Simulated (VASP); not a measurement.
# GaP in VASP: a series of runs

The runs below take GaP through single point, with PBE.

All numbers are computed with VASP 6.6.1; they aren't measurements. Logs are shortened: lines on timing, memory, paths and dates and some standing lists are left out, and cuts for length are marked.

## (1) The cell of the first run

The cell holds a slab with vacuum, 10 atoms: a = 3.893 Å, b = 3.893 Å, c = 27.386 Å, α = 90.00°, β = 90.00°, γ = 90.00°.

## (2) Single point, PBE

INCAR reads:

```
PREC     = Accurate       # precision mode
ENCUT    = 520            # plane-wave cutoff, eV
EDIFF    = 1E-6           # SCF threshold, eV
ISMEAR   = 0              # smearing method
SIGMA    = 0.05           # smearing width, eV
LREAL    = False          # projectors in reciprocal space
LASPH    = True           # aspherical terms in the spheres
NELM     = 100            # most SCF steps
ALGO     = Normal         # electronic algorithm
ISIF     = 2              # what is computed and relaxed
LWAVE    = False          # write WAVECAR
LCHARG   = False          # write CHGCAR
LDIPOL   = True         
IDIPOL   = 3            
DIPOL    = 0.5 0.5 0.500
GGA      = PE             # functional
NBANDS   = 56             # bands
```

KPOINTS reads:

```
regular mesh
0
Gamma
  7 7 1
```

POSCAR reads:

```
GaP
1.0
    3.8926748906      0.0000000000      0.0000000000
    0.0000000000      3.8926748906      0.0000000000
    0.0000000000      0.0000000000     27.3864156544
P Ga
5 5
Direct
    0.0000000000      0.5000000000      0.2738584010
    0.5000000000      0.0000000000      0.3743657783
    0.0000000000      0.5000000000      0.4748731557
    0.5000000000      0.0000000000      0.5753805330
    0.0000000000      0.5000000000      0.6758879103
    0.5000000000      0.5000000000      0.3241120897
    0.0000000000      0.0000000000      0.4246194670
    0.5000000000      0.5000000000      0.5251268443
    0.0000000000      0.0000000000      0.6256342217
    0.5000000000      0.5000000000      0.7261415990
```

Potentials or basis: VASP PAW PBE potentials, release 64 (P, Ga_d).

Command:

```console
$ cat potpaw_PBE.64/P/POTCAR potpaw_PBE.64/Ga_d/POTCAR > POTCAR
$ mpirun -np 1 vasp_std > vasp.out
```

OUTCAR:

```text
PREC = Accurate
   ENCUT = 520
   EDIFF = 1E-6
   ISMEAR = 0
   LREAL = False
   LASPH = True
   NELM = 100
   ISIF = 2
   GGA = PE

 ion  position               nearest neighbor table
   1  0.000  0.500  0.274-   6 2.38   6 2.38
   2  0.500  0.000  0.374-   6 2.38   6 2.38   7 2.38   7 2.38
   3  0.000  0.500  0.475-   8 2.38   8 2.38   7 2.38   7 2.38
   4  0.500  0.000  0.575-   9 2.38   9 2.38   8 2.38   8 2.38
   5  0.000  0.500  0.676-   9 2.38   9 2.38  10 2.38  10 2.38
   6  0.500  0.500  0.324-   2 2.38   2 2.38   1 2.38   1 2.38
   7  0.000  0.000  0.425-   2 2.38   2 2.38   3 2.38   3 2.38
   8  0.500  0.500  0.525-   3 2.38   3 2.38   4 2.38   4 2.38
   9  0.000  0.000  0.626-   5 2.38   5 2.38   4 2.38   4 2.38
  10  0.500  0.500  0.726-   5 2.38   5 2.38

  LATTYP: Found a simple tetragonal cell.
 ALAT       =     3.8926748906
 C/A-ratio  =     7.0353719291

  Lattice vectors:

 A1 = (   3.8926748906,   0.0000000000,   0.0000000000)
 A2 = (   0.0000000000,   3.8926748906,   0.0000000000)
 A3 = (   0.0000000000,   0.0000000000,  27.3864156544)

Analysis of symmetry for initial positions (statically):
=====================================================================
 Subroutine PRICEL returns:
 Original cell was already a primitive cell.

 Routine SETGRP: Setting up the symmetry group for a
 simple tetragonal supercell.

 Subroutine GETGRP returns: Found  4 space group operations
 (whereof  4 operations were pure point group operations)
 out of a pool of 16 trial point group operations.

The static configuration has the point symmetry C_2v.

Analysis of symmetry for dynamics (positions and initial velocities):
=====================================================================
 Subroutine PRICEL returns:
 Original cell was already a primitive cell.

 Routine SETGRP: Setting up the symmetry group for a
 simple tetragonal supercell.

 Subroutine GETGRP returns: Found  4 space group operations
 (whereof  4 operations were pure point group operations)
 out of a pool of 16 trial point group operations.

The dynamic configuration has the point symmetry C_2v.

 Subroutine INISYM returns: Found  4 space group operations
 (whereof  4 operations are pure point group operations),
 and found     1 'primitive' translations

----------------------------------------------------------------------------------------

                                     Primitive cell

  volume of cell :     414.9841

  direct lattice vectors                    reciprocal lattice vectors
     3.892674891  0.000000000  0.000000000     0.256892761  0.000000000  0.000000000
     0.000000000  3.892674891  0.000000000     0.000000000  0.256892761  0.000000000
     0.000000000  0.000000000 27.386415654     0.000000000  0.000000000  0.036514453

  length of vectors
     3.892674891  3.892674891 27.386415654     0.256892761  0.256892761  0.036514453

  position of ions in fractional coordinates (direct lattice)
     0.000000000  0.500000000  0.273858401
     0.500000000  0.000000000  0.374365778
     0.000000000  0.500000000  0.474873156
     0.500000000  0.000000000  0.575380533
     0.000000000  0.500000000  0.675887910
     0.500000000  0.500000000  0.324112090
     0.000000000  0.000000000  0.424619467
     0.500000000  0.500000000  0.525126844
     0.000000000  0.000000000  0.625634222
     0.500000000  0.500000000  0.726141599

  ion indices of the primitive-cell ions
   primitive index   ion index
                 1           1
                 2           2
                 3           3
                 4           4
                 5           5
                 6           6
                 7           7
                 8           8
                 9           9
                10          10

----------------------------------------------------------------------------------------

 KPOINTS: regular mesh

Automatic generation of k-mesh.
 Grid dimensions read from file:
 generate k-points for:    7    7    1

 Generating k-lattice:

  Cartesian coordinates                     Fractional coordinates (reciprocal lattice)
     0.036698966  0.000000000  0.000000000     0.142857143  0.000000000  0.000000000
     0.000000000  0.036698966  0.000000000     0.000000000  0.142857143  0.000000000
     0.000000000  0.000000000  0.036514453     0.000000000  0.000000000  1.000000000

  Length of vectors
     0.036698966  0.036698966  0.036514453

  Shift w.r.t. Gamma in fractional coordinates (k-lattice)
     0.000000000  0.000000000  0.000000000

 Subroutine IBZKPT returns following result:
 ===========================================

 Found     16 irreducible k-points:

 Following reciprocal coordinates:
            Coordinates               Weight
  0.000000  0.000000  0.000000      1.000000
  0.142857  0.000000  0.000000      2.000000
  0.000000  0.142857  0.000000      2.000000
  0.285714  0.000000  0.000000      2.000000
  0.000000  0.285714  0.000000      2.000000
  0.428571  0.000000  0.000000      2.000000
[... 8 lines left out ...]
 -0.285714  0.428571  0.000000      4.000000
  0.428571  0.428571  0.000000      4.000000
   k-points           NKPTS =     16   k-points in BZ     NKDIM =     16   number of bands    NBANDS=     56
   number of dos      NEDOS =    301   number of ions     NIONS =     10
   total plane-waves  NPLWV = 189000
   dimension x,y,z NGX =    30 NGY =   30 NGZ =  210
   dimension x,y,z NGXF=    60 NGYF=   60 NGZF=  420
   ions per type =               5   5
   NGX,Y,Z   is equivalent  to a cutoff of  12.81, 12.81, 12.75 a.u.
   NGXF,Y,Z  is equivalent  to a cutoff of  25.62, 25.62, 25.50 a.u.
 SYSTEM =  unknown system
   PREC   = accura    normal or accurate (medium, high low for compatibility)
   ISTART =      0    job   : 0-new  1-cont  2-samecut
   ICHARG =      2    charge: 1-file 2-atom 10-const
   ISPIN  =      1    spin polarized calculation?
   LNONCOLLINEAR =      F non collinear calculations
   LSORBIT =      F    spin-orbit coupling
   LASPH  =      T    aspherical Exc in radial PAW
   ENCUT  =  520.0 eV  38.22 Ry    6.18 a.u.   7.24  7.24 50.92*2*pi/ulx,y,z
   NELM   =    100;   NELMIN=  2; NELMDL= -5     # of ELM steps
   EDIFF  = 0.1E-05   stopping-criterion for ELM
   LREAL  =      F    real-space projection
   EDIFFG = 0.1E-04   stopping-criterion for IOM
   NSW    =      0    number of steps for IOM
   IBRION =     -1    ionic relax: 0-MD 1-quasi-New 2-CG
   NFREE  =      0    steps in history (QN), initial steepest desc. (CG)
   ISIF   =      2    stress and relaxation
   ISYM   =      2    0-nonsym 1-usesym 2-fastsym
   POTIM  = 0.5000    time-step for ionic-motion
   TEBEG  =    0.0;   TEEND  =   0.0 temperature during run
   PSTRESS=    0.0 pullay stress
   NELECT =      90.0000    total number of electrons
   NUPDOWN=      -1.0000    fix difference up-down
   EMIN   =  10.00;   EMAX   =-10.00  energy-range for DOS
   EFERMI =   0.00;   METHOD = LEGACY
   ISMEAR =     0;   SIGMA  =   0.05  broadening in eV -4-tet -1-fermi 0-gaus
   EFERMI_NEDOS =   21; number of points for ismear=-14 and -15
   IALGO  =     38    algorithm
   IMIX   =      4    mixing-type and parameters
     AMIX     =   0.40;   BMIX     =  1.00
     AMIX_MAG =   1.60;   BMIX_MAG =  1.00
  volume/ion in A,a.u.               =      41.50       280.05
  Fermi-wavevector in a.u.,A,eV,Ry     =   0.983585  1.858706 13.162810  0.967439
  Thomas-Fermi vector in A             =   2.114754
   LORBIT       =      0    0 simple, 1 ext, 2 COOP (PROOUT), +10 PAW based schemes
   GGA     = PE    functional components
   LHFCALC =     F    Hartree Fock is set to
   AEXX    =    0.0000 exact exchange contribution
   IVDW    =     0    specifies the selected vdW correction
   LEPSILON=     F    determine dielectric tensor
   LRPA    =     F    only Hartree local field effects (RPA)
 non-spin polarized calculation
 Gauss-broadening in eV      SIGMA  =   0.05
  energy-cutoff  :      520.00
  volume of cell :      414.98
 maximum number of plane-waves:     11198
 NGX is ok and might be reduce to    30
   NGX = 15   NGY = 15   NGZ =101

 dipolmoment           0.000000      0.000000      0.046958 electrons x Angstroem

 number of electron      89.9999967 magnetization

 dipolmoment           0.000000      0.000000     -0.126009 electrons x Angstroem

 Free energy of the ion-electron system (eV)
  ---------------------------------------------------
  ext. energy  EPLUGINS =         0.00000000
  ---------------------------------------------------
  free energy    TOTEN  =       -41.86828207 eV

  energy without entropy =      -41.85527980  energy(sigma->0) =      -41.86178093

 E-fermi :  -0.4880     XC(G=0):  -5.5388

 val. band max:       -0.4892983131   @ k =  -0.1429   0.2857   0.0000
 cond. band min:      -0.4876756189   @ k =   0.2857   0.2857   0.0000
 fundamental gap:      0.0016226942
 Fermi energy:        -0.4879889278

 k-point     1 :       0.0000    0.0000    0.0000
  band No.  band energies     occupation
      1     -15.5150      2.00000
      2     -15.4405      2.00000
      3     -15.4252      2.00000
      4     -15.3866      2.00000
      5     -15.3484      2.00000
      6     -15.3154      2.00000
[... 48 lines left out ...]
     55       3.0747      0.00000
     56       3.3814      0.00000

 k-point     2 :       0.1429    0.0000    0.0000
  band No.  band energies     occupation
      1     -15.5103      2.00000
      2     -15.4400      2.00000
      3     -15.4356      2.00000
      4     -15.3833      2.00000
      5     -15.3510      2.00000
      6     -15.3094      2.00000
[... 48 lines left out ...]
     55       3.5090      0.00000
     56       3.7099      0.00000

 k-point     3 :       0.0000    0.1429    0.0000
  band No.  band energies     occupation
      1     -15.5113      2.00000
      2     -15.4492      2.00000
      3     -15.4247      2.00000
      4     -15.3846      2.00000
      5     -15.3509      2.00000
      6     -15.3093      2.00000
[... 700 lines left out ...]
 k-point    15 :      -0.2857    0.4286    0.0000
  band No.  band energies     occupation
      1     -15.5096      2.00000
      2     -15.4864      2.00000
      3     -15.4094      2.00000
      4     -15.3708      2.00000
      5     -15.3696      2.00000
      6     -15.2853      2.00000
[... 48 lines left out ...]
     55       4.0777      0.00000
     56       4.7051      0.00000

 k-point    16 :       0.4286    0.4286    0.0000
  band No.  band energies     occupation
      1     -15.5090      2.00000
      2     -15.4994      2.00000
      3     -15.3994      2.00000
      4     -15.3759      2.00000
      5     -15.3647      2.00000
      6     -15.2960      2.00000
[... 48 lines left out ...]
     55       3.9493      0.00000
     56       4.5606      0.00000

------------------------ aborting loop because EDIFF is reached ----------------------------------------

 vacuum level on the upper side and lower side of the slab       (xc-potential included)        -0.911         0.558

  FORCE on cell =-STRESS in cart. coord.  units (eV):
  Direction    XX          YY          ZZ          XY          YZ          ZX
  --------------------------------------------------------------------------------------
  -------------------------------------------------------------------------------------
  Total       -0.4495305     -1.3075745      0.9281645      0.0000000      0.0000000      0.0000000
  in kB       -1.7355544     -5.0483047      3.5834726      0.0000000      0.0000000      0.0000000
  external PRESSURE =      -1.0667955 kB  Pullay stress =       0.0000000 kB

 VOLUME and BASIS-vectors are now :
 -----------------------------------------------------------------------------
  energy-cutoff  :      520.00
  volume of cell :      414.98
      direct lattice vectors                 reciprocal lattice vectors
     3.892674891  0.000000000  0.000000000     0.256892761  0.000000000  0.000000000
     0.000000000  3.892674891  0.000000000     0.000000000  0.256892761  0.000000000
     0.000000000  0.000000000 27.386415654     0.000000000  0.000000000  0.036514453

 POSITION                                       TOTAL-FORCE (eV/Angst)
 -----------------------------------------------------------------------------------
      0.00000      1.94634      7.50000         0.000000      0.000000      0.241527
      1.94634      0.00000     10.25254         0.000000      0.000000      0.356021
      0.00000      1.94634     13.00507         0.000000      0.000000      0.191803
      1.94634      0.00000     15.75761         0.000000      0.000000      0.183376
      0.00000      1.94634     18.51015         0.000000      0.000000     -0.448582
      1.94634      1.94634      8.87627         0.000000      0.000000     -0.451057
      0.00000      0.00000     11.62881         0.000000      0.000000     -0.277711
      1.94634      1.94634     14.38134         0.000000      0.000000     -0.160945
      0.00000      0.00000     17.13388         0.000000      0.000000     -0.245384
      1.94634      1.94634     19.88642         0.000000      0.000000      0.610952
 -----------------------------------------------------------------------------------
    total drift:                                0.000000      0.000000     -0.000074

  FREE ENERGIE OF THE ION-ELECTRON SYSTEM (eV)
  ---------------------------------------------------
  free  energy   TOTEN  =       -41.8682820660 eV

  energy  without entropy=      -41.8552798011  energy(sigma->0) =      -41.86178093

 vacuum level on the upper side and lower side of the slab         4.177         5.680
```

It took 16 min on 1 thread of Intel Xeon Platinum 8488C (Sapphire Rapids), shared host; peak memory 0.61 GiB.

Results:

- Free energy: -41.8683 eV
- Largest force: 0.611 eV/Å
- Band gap on the k mesh: zero (bands 45 and 46 overlap by 0.44 eV)

Forces on the atoms (eV/Å):
```
P    0.000  0.000  0.242
P    0.000  0.000  0.356
P    0.000  0.000  0.192
P    0.000  0.000  0.183
P    0.000  0.000 -0.449
Ga   0.000  0.000 -0.451
Ga   0.000  0.000 -0.278
Ga   0.000  0.000 -0.161
Ga   0.000  0.000 -0.245
Ga   0.000  0.000  0.611
```

Levels at points of the mesh, in eV from the Fermi level:
| k point | band 41 | band 42 | band 43 | band 44 | band 45 | band 46 | band 47 | band 48 | band 49 | band 50 |
| --- | --- | --- | --- | --- | --- | --- | --- | --- | --- | --- |
| (0.00, 0.00, 0.00) | -0.82 | -0.67 | -0.59 | 0.00 | 0.22 | 1.14 | 1.54 | 1.55 | 2.06 | 2.22 |

## (3) Single point, PBE

INCAR reads:

```
SYSTEM = GaP
ALGO = Normal ; DIPOL = 0.5 0.5 0.500
EDIFF = 1E-6 ; ENCUT = 520
GGA = PE ; IDIPOL = 3
ISIF = 2 ; ISMEAR = 0
LASPH = .True. ; LCHARG = .False.
LDIPOL = .True. ; LREAL = .False.
LWAVE = .False. ; NBANDS = 56
NELM = 80 ; PREC = Accurate
SIGMA = 0.05
```

KPOINTS reads:

```
k-points
0
Gamma
  7 7 1
  0 0 0
```

POSCAR reads:

```
GaP
1.0
    3.8926748906      0.0000000000      0.0000000000
    0.0000000000      3.8926748906      0.0000000000
    0.0000000000      0.0000000000     27.3864156544
P Ga
5 5
Direct
    0.0000000000      0.5000000000      0.2744726198
    0.5000000000      0.0000000000      0.3745485094
    0.0000000000      0.5000000000      0.4746525389
    0.5000000000      0.0000000000      0.5752139068
    0.0000000000      0.5000000000      0.6756754778
    0.5000000000      0.5000000000      0.3225500717
    0.0000000000      0.0000000000      0.4235087783
    0.5000000000      0.5000000000      0.5244038284
    0.0000000000      0.0000000000      0.6250496370
    0.5000000000      0.5000000000      0.7299246318
```

Potentials or basis: VASP PAW PBE potentials, release 64 (P, Ga_d).

Command:

```console
$ cat potpaw_PBE.64/P/POTCAR potpaw_PBE.64/Ga_d/POTCAR > POTCAR
$ mpirun -np 1 vasp_std > vasp.out
```

Run time: 14 min. Hardware: 1 thread of Intel Xeon Platinum 8488C (Sapphire Rapids), shared host; peak memory 0.59 GiB.

The run converged. Its results:

| Quantity | Value |
| --- | --- |
| Free energy | -41.9220 eV |
| Largest force | 0.010 eV/Å |
| Band gap on the k mesh | zero (bands 45 and 46 overlap by 0.45 eV) |

Forces in eV/Å, atoms in the order of the input:
```
P    0.000  0.000  0.004
P    0.000  0.000  0.005
P    0.000  0.000  0.001
P    0.000  0.000  0.002
P    0.000  0.000 -0.010
Ga   0.000  0.000 -0.006
Ga   0.000  0.000 -0.006
Ga   0.000  0.000 -0.001
Ga   0.000  0.000 -0.001
Ga   0.000  0.000  0.010
```

Levels at points of the mesh, in eV from the Fermi level:
```tsv
k point	band 41	band 42	band 43	band 44	band 45	band 46	band 47	band 48	band 49	band 50
(0.00, 0.00, 0.00)	-0.67	-0.56	-0.50	-0.07	0.25	1.13	1.71	1.80	2.25	2.37
```
